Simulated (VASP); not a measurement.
# Ga (Pm-3m) in VASP: notebook, part 2 of 2

VASP 6.6.1.

### Step 3. Relaxation of cell and atoms, PBE, target pressure 330 GPa, at which the enthalpy is minimised

This run uses another cell than the first one, of 8.44 Å³/atom, 1.030 times its volume.

INCAR reads:

```
SYSTEM = Ga
PREC = Accurate ; ENCUT = 600
EDIFF = 1E-7 ; ISMEAR = -1
SIGMA = 0.05 ; LREAL = .False.
LASPH = .True. ; NELM = 60
ALGO = Normal ; ISIF = 3
LWAVE = .False. ; LCHARG = .False.
GGA = PE ; IBRION = 2
NSW = 32 ; EDIFFG = -0.005
PSTRESS = 3300.0
```

KPOINTS reads:

```
regular mesh
0
Gamma
  19 19 19
  0 0 0
```

POSCAR reads:

```
Ga
1.0
    2.0356559130      0.0000000000      0.0000000000
    0.0000000000      2.0356559130      0.0000000000
    0.0000000000      0.0000000000      2.0356559130
Ga
1
Direct
    0.0000000000      0.0000000000      0.0000000000
```

Potentials or basis: VASP PAW PBE potentials, release 64 (Ga_d).

Launch:

```
> cat potpaw_PBE.64/Ga_d/POTCAR > POTCAR
> mpirun -np 1 vasp_std > vasp.out
```

OUTCAR:

```text
SYSTEM = Ga
   PREC = Accurate
   ENCUT = 600
   EDIFF = 1E-7
   ISMEAR = -1
   LREAL = .False.
   LASPH = .True.
   NELM = 60
   ISIF = 3
   GGA = PE
   IBRION = 2
   NSW = 32
   EDIFFG = -0.005
   PSTRESS = 3300.0

 ion  position               nearest neighbor table
   1  0.000  0.000  0.000-

  LATTYP: Found a simple cubic cell.
 ALAT       =     2.0356559130

  Lattice vectors:

 A1 = (   2.0356559130,   0.0000000000,   0.0000000000)
 A2 = (   0.0000000000,   2.0356559130,   0.0000000000)
 A3 = (   0.0000000000,   0.0000000000,   2.0356559130)

Analysis of symmetry for initial positions (statically):
=====================================================================
 Subroutine PRICEL returns:
 Original cell was already a primitive cell.

 Routine SETGRP: Setting up the symmetry group for a
 simple cubic supercell.

 Subroutine GETGRP returns: Found 48 space group operations
 (whereof 48 operations were pure point group operations)
 out of a pool of 48 trial point group operations.

The static configuration has the point symmetry O_h .

[... 163 lines left out ...]
  Direction    XX          YY          ZZ          XY          YZ          ZX
  --------------------------------------------------------------------------------------
  -------------------------------------------------------------------------------------
  Total       17.6677857     17.6677857     17.6677857     -0.0000000     -0.0000000      0.0000000
  in kB     3355.6726776   3355.6726776   3355.6726776     -0.0000000     -0.0000000      0.0000000
  external PRESSURE =      55.6726776 kB  Pullay stress =    3300.0000000 kB
[... 98 lines left out ...]
--------------------------------------- Ionic step        4  -------------------------------------------

 number of electron      13.0000014 magnetization

 Free energy of the ion-electron system (eV)
  ---------------------------------------------------
  ext. energy  EPLUGINS =         0.00000000
  ---------------------------------------------------
  free energy    TOTEN  =         2.41494081 eV

  energy without entropy =        2.41729732  energy(sigma->0) =        2.41611907

 E-fermi :  16.3217     XC(G=0): -15.6665

 val. band max:       16.3193574305   @ k =   0.3158   0.1053   0.0000
 cond. band min:      16.3355766138   @ k =   0.3684   0.2105   0.2105
 fundamental gap:      0.0162191834
 Fermi energy:        16.3217331686

 k-point     1 :       0.0000    0.0000    0.0000
  band No.  band energies     occupation
      1      -3.0582      2.00000
      2      -2.7731      2.00000
      3      -2.7731      2.00000
      4       0.3419      2.00000
      5       0.3419      2.00000
      6       0.3419      2.00000
      7      32.2933      0.00000
      8      32.2933      0.00000
      9      32.2933      0.00000
     10      36.3305      0.00000
[... 287 lines left out ...]
 k-point    24 :       0.3158    0.1053    0.0000
  band No.  band energies     occupation
      1      -2.4251      2.00000
      2      -1.8986      2.00000
      3      -0.6718      2.00000
      4      -0.3015      2.00000
      5       0.3039      2.00000
      6       1.8170      2.00000
      7      16.3194      1.02375
      8      31.3910      0.00000
      9      37.3508      0.00000
     10      39.8234      0.00000

 [... further k-points ...]
[... 5 lines left out ...]
  --------------------------------------------------------------------------------------
  -------------------------------------------------------------------------------------
  Total       17.4585239     17.4585239     17.4585239      0.0000000     -0.0000000      0.0000000
  in kB     3300.6318303   3300.6318303   3300.6318303      0.0000000     -0.0000000      0.0000000
  external PRESSURE =       0.6318303 kB  Pullay stress =    3300.0000000 kB
[... 20 lines left out ...]
  energy  without entropy=        2.4172973189  energy(sigma->0) =        2.41611907

  enthalpy is  TOTEN    =        19.8701226342 eV   P V=       17.4551818197

 reached required accuracy - stopping structural energy minimisation
```

OSZICAR:

```text
N       E                     dE             d eps       ncg     rms          rms(c)
DAV:   1     0.333118965075E+02    0.33312E+02   -0.73746E+03  5050   0.299E+03
DAV:   2     0.303451907683E+01   -0.30277E+02   -0.29241E+02  4462   0.234E+02
DAV:   3     0.237287385525E+01   -0.66165E+00   -0.66046E+00  5138   0.356E+01
DAV:   4     0.236952484113E+01   -0.33490E-02   -0.33486E-02  5052   0.231E+00
[... 26 lines left out ...]
       N       E                     dE             d eps       ncg     rms          rms(c)
DAV:   1     0.241493866557E+01    0.22455E-02   -0.27667E-05  4710   0.160E-01    0.925E-03
DAV:   2     0.241494049169E+01    0.18261E-05   -0.29594E-06  4806   0.597E-02    0.411E-03
DAV:   3     0.241494083775E+01    0.34606E-06   -0.40365E-07  4638   0.215E-02    0.934E-04
DAV:   4     0.241494081448E+01   -0.23268E-07   -0.36961E-08  2734   0.453E-03
   4 F= 0.19870123E+02 E0= 0.19871301E+02  d E =-.678233E-03
```

CONTCAR:

```text
Ga
   1.00000000000000
     2.0387955319524735   -0.0000000000000000    0.0000000000000000
    -0.0000000000000000    2.0387955319524735   -0.0000000000000000
     0.0000000000000000   -0.0000000000000000    2.0387955319524735
  Ga
     1
Direct
     0.0000000000000000    0.0000000000000000    0.0000000000000000

  0.00000000E+00  0.00000000E+00  0.00000000E+00
```

Run time: 24 s. Hardware: 1 thread of Intel Xeon Platinum 8259CL at 2.50GHz (Skylake/Cascade Lake), shared host; peak memory 0.14 GiB.

What came out:

| Quantity | Value |
| --- | --- |
| Free energy | 2.4149 eV |
| Relaxed volume | 8.47 Å³/atom |
| Relaxed cell | a = 2.039 Å, b = 2.039 Å, c = 2.039 Å, α = 90.00°, β = 90.00°, γ = 90.00° |
| Space group after relaxing (to 0.05 Å) | Pm-3m (No. 221) |
| Energy change on relaxing (the enthalpy is what falls) | -81.2 meV/atom |
| Ionic steps | 4 |
| Pressure after relaxing | 330.1 GPa |

Step by step:
```tsv
step	energy change (eV)	largest force (eV/Å)	pressure (GPa)	volume (Å³)
1	0.0000	0.0000	335.57	8.44
2	-0.7050	0.0000	288.33	8.80
3	-0.0834	0.0000	329.85	8.48
4	-0.0812	0.0000	330.06	8.47
```

Final structure:
```xyz
1
Lattice="2.0388 0.0000 0.0000 0.0000 2.0388 0.0000 0.0000 0.0000 2.0388" Properties=species:S:1:pos:R:3 pbc="T T T"
Ga    0.0000    0.0000    0.0000
```

Caveat: the cell is relaxed towards a set pressure, so the enthalpy falls and the energy may rise.
